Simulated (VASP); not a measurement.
# SiC (Imm2) in VASP: single point with HSE06

Aim: the single point of SiC with HSE06.

Program: VASP 6.6.1. These are calculated values, not measurements. Logs are shortened: lines on timing, memory, paths and dates and some standing lists are left out, and cuts for length are marked.

### Step 1. The cell of the first run

It takes space group Imm2 (No. 44, orthorhombic). Conventional cell: a = 2.989 Å, b = 3.171 Å, c = 4.356 Å, α = 90.00°, β = 90.00°, γ = 90.00°. Within 2.5 Å of Si (site symmetry mm2) lie 4 C at 1.86 to 1.91 Å. Within 2.5 Å of C (site symmetry mm2) lie 4 Si at 1.86 to 1.91 Å.

### Step 2. Single point, HSE06 (shear xy strain -5.9%)

POSCAR

```
SiC
1.0
   -0.0643614469      2.1780523476      2.1780523476
    2.1780523476     -0.0643614469      2.1780523476
    2.1136909008      2.1136909008      0.0000000000
Si C
1 1
Direct
   -0.0026324201     -0.0026324201      0.0026324201
    0.2526324201      0.2526324201      0.2473675799
```

INCAR.step1

```
SYSTEM = SiC
ALGO = Normal ; EDIFF = 1E-5
ENCUT = 520 ; GGA = PE
ISIF = 2 ; ISMEAR = 0
LASPH = .True. ; LREAL = .False.
LWAVE = .True. ; NBANDS = 11
NELM = 80 ; PREC = Accurate
SIGMA = 0.01
```

INCAR.step2

```
SYSTEM = SiC
ALGO = Normal ; EDIFF = 1E-6
ENCUT = 520 ; GGA = PE
HFSCREEN = 0.2079 ; ISIF = 2
ISMEAR = 0 ; ISTART = 1
LASPH = .True. ; LCHARG = .True.
LELF = .True. ; LHFCALC = .True.
LREAL = .False. ; LVHAR = .True.
LWAVE = .False. ; NBANDS = 11
NELM = 80 ; PREC = Accurate
PRECFOCK = Normal ; SIGMA = 0.01
```

KPOINTS

```
k-points
0
Gamma
  8 8 8
  0 0 0
```

Potentials or basis: VASP PAW PBE potentials, release 64 (Si, C).

The run is started by

```bash
> cat potpaw_PBE.64/Si/POTCAR potpaw_PBE.64/C/POTCAR > POTCAR
> cp INCAR.step1 INCAR
> mpirun -np 1 vasp_std > vasp.out
> cp INCAR.step2 INCAR
> mpirun -np 1 vasp_std > vasp.out
```

OUTCAR:

```text
SYSTEM = SiC
   EDIFF = 1E-6
   ENCUT = 520
   GGA = PE
   HFSCREEN = 0.2079
   ISIF = 2
   ISMEAR = 0
   ISTART = 1
   LASPH = .True.
   LHFCALC = .True.
   LREAL = .False.
   NELM = 80
   PREC = Accurate
   PRECFOCK = Normal

 ion  position               nearest neighbor table
   1  0.997  0.997  0.003-   2 1.86   2 1.86   2 1.91   2 1.91
   2  0.253  0.253  0.247-   1 1.86   1 1.86   1 1.91   1 1.91

  LATTYP: Found a body centered orthorhombic cell.
 ALAT       =     2.9892103386
 B/A-ratio  =     1.0608995826
 C/A-ratio  =     1.4572760702

  Lattice vectors:

 A1 = (   0.0643614469,  -2.1780523476,  -2.1780523476)
 A2 = (  -0.0643614468,   2.1780523477,  -2.1780523476)
 A3 = (   2.1780523476,  -0.0643614469,   2.1780523476)

Analysis of symmetry for initial positions (statically):
=====================================================================
 Subroutine PRICEL returns:
 Original cell was already a primitive cell.

 Routine SETGRP: Setting up the symmetry group for a
 body centered orthorhombic supercell.

 Subroutine GETGRP returns: Found  4 space group operations
 (whereof  4 operations were pure point group operations)
 out of a pool of  8 trial point group operations.

The static configuration has the point symmetry C_2v.

Analysis of symmetry for dynamics (positions and initial velocities):
=====================================================================
 Subroutine PRICEL returns:
 Original cell was already a primitive cell.

 Routine SETGRP: Setting up the symmetry group for a
 body centered orthorhombic supercell.

 Subroutine GETGRP returns: Found  4 space group operations
 (whereof  4 operations were pure point group operations)
 out of a pool of  8 trial point group operations.

The dynamic configuration has the point symmetry C_2v.

 Subroutine INISYM returns: Found  4 space group operations
 (whereof  4 operations are pure point group operations),
 and found     1 'primitive' translations

----------------------------------------------------------------------------------------

                                     Primitive cell

  volume of cell :      20.6469

  direct lattice vectors                    reciprocal lattice vectors
    -0.064361447  2.178052348  2.178052348    -0.222974012  0.222974012  0.229562894
     2.178052348 -0.064361447  2.178052348     0.222974012 -0.222974012  0.229562894
[... 100 lines left out ...]
   ISMEAR =     0;   SIGMA  =   0.01  broadening in eV -4-tet -1-fermi 0-gaus
   EFERMI_NEDOS =   21; number of points for ismear=-14 and -15
   IALGO  =     38    algorithm
   IMIX   =      1    mixing-type and parameters
     AMIX     =   0.40;   BMIX     =  1.00
     AMIX_MAG =   1.60;   BMIX_MAG =  1.00
  volume/ion in A,a.u.               =      10.32        69.67
  Fermi-wavevector in a.u.,A,eV,Ry     =   1.193492  2.255374 19.380465  1.424424
  Thomas-Fermi vector in A             =   2.329505
   LORBIT       =      0    0 simple, 1 ext, 2 COOP (PROOUT), +10 PAW based schemes
   GGA     = PE    functional components
   LHFCALC =     T    Hartree Fock is set to
   PRECFOCK=normal    Normal, Fast or Accurate (Low or Medium for compatibility)
   ENCUT4O =  -1.0   cutoff for four orbital integrals eV
   NKREDX  =     1    reduce k-point grid by
   NKREDY  =     1    reduce k-point grid by
   NKREDZ  =     1    reduce k-point grid by
   AEXX    =    0.2500 exact exchange contribution
   HFSCREEN=    0.2079 screening length (either q_TF or 0.3 A-1)
   HFSCREENC=   0.2079 screening length for correlation (either q_TF or 0.3 A-1)
   ENCUTFOCK=  -1.0 apply spherical cutoff to Coloumb kernel
   IVDW    =     0    specifies the selected vdW correction
   LEPSILON=     F    determine dielectric tensor
   LRPA    =     F    only Hartree local field effects (RPA)
 non-spin polarized calculation
 Gauss-broadening in eV      SIGMA  =   0.01
  energy-cutoff  :      520.00
  volume of cell :       20.65
 maximum number of plane-waves:       566
  NGX = 18; NGY = 18; NGZ = 18

 number of electron       8.0000000 magnetization

 Free energy of the ion-electron system (eV)
  ---------------------------------------------------
  ext. energy  EPLUGINS =         0.00000000
  ---------------------------------------------------
  free energy    TOTEN  =       -17.36507342 eV

  energy without entropy =      -17.36507342  energy(sigma->0) =      -17.36507342

 E-fermi :   7.9816     XC(G=0):  -9.3652

 val. band max:        7.8161075913   @ k =   0.0000   0.0000   0.0000
 cond. band min:       9.5813899400   @ k =   0.5000   0.5000   0.0000
 fundamental gap:      1.7652823487
 Fermi energy:         7.9815616243

 k-point     1 :       0.0000    0.0000    0.0000
  band No.  band energies     occupation
      1      -9.4905      2.00000
      2       7.2611      2.00000
      3       7.4892      2.00000
      4       7.8161      2.00000
      5      14.4903      0.00000
      6      15.4609      0.00000
      7      16.7325      0.00000
      8      16.8184      0.00000
      9      23.5748      0.00000
     10      23.6780      0.00000
     11      25.5135      0.00000
[... 309 lines left out ...]
 k-point    24 :       0.2500    0.0000    0.1250
  band No.  band energies     occupation
      1      -8.3310      2.00000
      2       3.7193      2.00000
      3       6.1745      2.00000
      4       6.5888      2.00000
      5      14.5167      0.00000
      6      16.6034      0.00000
      7      17.9478      0.00000
      8      18.2325      0.00000
      9      20.4934      0.00000
     10      24.0643      0.00000
     11      26.5848      0.00000

 [... further k-points ...]

------------------------ aborting loop because EDIFF is reached ----------------------------------------

  FORCE on cell =-STRESS in cart. coord.  units (eV):
  Direction    XX          YY          ZZ          XY          YZ          ZX
  --------------------------------------------------------------------------------------
  -------------------------------------------------------------------------------------
  Total       -0.0905874     -0.0905874     -0.1977618      1.9882142      0.0000000      0.0000000
  in kB       -7.0294736     -7.0294736    -15.3460819    154.2830511      0.0000000      0.0000000
  external PRESSURE =      -9.8016764 kB  Pullay stress =       0.0000000 kB

 VOLUME and BASIS-vectors are now :
 -----------------------------------------------------------------------------
  energy-cutoff  :      520.00
  volume of cell :       20.65
      direct lattice vectors                 reciprocal lattice vectors
    -0.064361447  2.178052348  2.178052348    -0.222974012  0.222974012  0.229562894
     2.178052348 -0.064361447  2.178052348     0.222974012 -0.222974012  0.229562894
     2.113690901  2.113690901  0.000000000     0.236553036  0.236553036 -0.229562894

 POSITION                                       TOTAL-FORCE (eV/Angst)
 -----------------------------------------------------------------------------------
      2.11369      2.11369      4.34464         0.000000      0.000000     -0.016185
      1.05685      1.05685      1.10049        -0.000000     -0.000000      0.016185
 -----------------------------------------------------------------------------------
    total drift:                                0.000000     -0.000000      0.000042

  FREE ENERGIE OF THE ION-ELECTRON SYSTEM (eV)
  ---------------------------------------------------
  free  energy   TOTEN  =       -17.3650734164 eV

  energy  without entropy=      -17.3650734164  energy(sigma->0) =      -17.36507342
```

OUTCAR.step1:

```text
SYSTEM = SiC
   EDIFF = 1E-5
   ENCUT = 520
   GGA = PE
   ISIF = 2
   ISMEAR = 0
[... 560 lines left out ...]
      2.11369      2.11369      4.34464         0.000000      0.000000     -0.055173
      1.05685      1.05685      1.10049        -0.000000     -0.000000      0.055173
 -----------------------------------------------------------------------------------
    total drift:                                0.000000      0.000000     -0.000467

  FREE ENERGIE OF THE ION-ELECTRON SYSTEM (eV)
  ---------------------------------------------------
  free  energy   TOTEN  =       -14.9998201139 eV

  energy  without entropy=      -14.9998201139  energy(sigma->0) =      -14.99982011
```

OSZICAR.step1:

```text
N       E                     dE             d eps       ncg     rms          rms(c)
DAV:   1     0.247524003489E+01    0.24752E+01   -0.39595E+03  2218   0.612E+02
DAV:   2    -0.162917448932E+02   -0.18767E+02   -0.17693E+02  2648   0.106E+02
DAV:   3    -0.168714475197E+02   -0.57970E+00   -0.57861E+00  2542   0.153E+01
DAV:   4    -0.168736742475E+02   -0.22267E-02   -0.22266E-02  2440   0.121E+00
DAV:   5    -0.168736844487E+02   -0.10201E-04   -0.10201E-04  2566   0.761E-02    0.885E+00
DAV:   6    -0.150592204795E+02    0.18145E+01   -0.65306E+00  2342   0.114E+01    0.391E+00
DAV:   7    -0.150075671570E+02    0.51653E-01   -0.38870E-01  2540   0.357E+00    0.179E+00
DAV:   8    -0.149995962367E+02    0.79709E-02   -0.21396E-02  2381   0.970E-01    0.175E-01
DAV:   9    -0.149997117308E+02   -0.11549E-03   -0.17553E-03  2609   0.246E-01    0.112E-01
DAV:  10    -0.149998139358E+02   -0.10221E-03   -0.23792E-04  2334   0.959E-02    0.298E-02
DAV:  11    -0.149998201139E+02   -0.61781E-05   -0.36040E-05  2519   0.338E-02
   1 F= -.14999820E+02 E0= -.14999820E+02  d E =-.260086E-56
```

Wall time 1.9 h (1 thread of Oxide Virtual Turin-like, shared host); peak memory 0.24 GiB.

Results:

- Free energy: -17.3651 eV
- Pressure: -1.0 GPa
- Largest force: 0.016 eV/Å
- Band gap on the k mesh: 1.77 eV (least direct gap 5.00 eV)

Forces in eV/Å, atoms in the order of the input:
```
Si   0.000  0.000 -0.016
C    0.000  0.000  0.016
```

Caveat: the cell differs from its parent crystal (shear xy strain -5.9%); the PAW data sets were made with another functional, which shifts forces and pressure a little. A k mesh can miss the band edges.
